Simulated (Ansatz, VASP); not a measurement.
**One calculation of ZrS2, two programs**

```
Zr S
1.0
     3.71114    0.00000    0.00000
    -1.85557    3.21394    0.00000
     0.00000    0.00000    5.82757
Zr S
1 2
Direct
  0.00000 0.00000 0.00000
  0.33333 0.66667 0.24454
  0.66667 0.33333 0.75546
```

Change from the starting cell: epitaxial_xy strain +1.0%.

Alike in both runs: task single point; functional HSE06; k mesh 6 × 6 × 4; no spin polarisation.

|  | VASP | Ansatz |
| --- | --- | --- |
| version | VASP 6.6.1 | Ansatz 0.2.0 |
| potentials or method | VASP PAW PBE potentials, release 64 (Zr_sv, S) | plane waves, PAW |
| plane-wave cutoff (eV) | 400 | 420 |
| occupations | gaussian, width 0.01 eV | fixed |
| valence electrons in the cell | 24 | 24 |

|  | VASP | Ansatz | Ansatz less VASP |
| --- | --- | --- | --- |
| gap on the k mesh at the Fermi level (eV) | 1.72 | 1.73 | +0.003 |
| pressure (GPa) | -1.1 | -1.0 | +0.11 |
| traceless stress, the component that is largest in VASP (GPa) | 1.56 | 1.51 | -0.045 |
| rms of the force components (eV/Å) | 0.086 | 0.088 | +0.0019 |

Atom by atom the forces differ by 0.002 eV/Å (rms over components). Ansatz's warnings: stress exchange threshold loose, stress scf threshold loose.
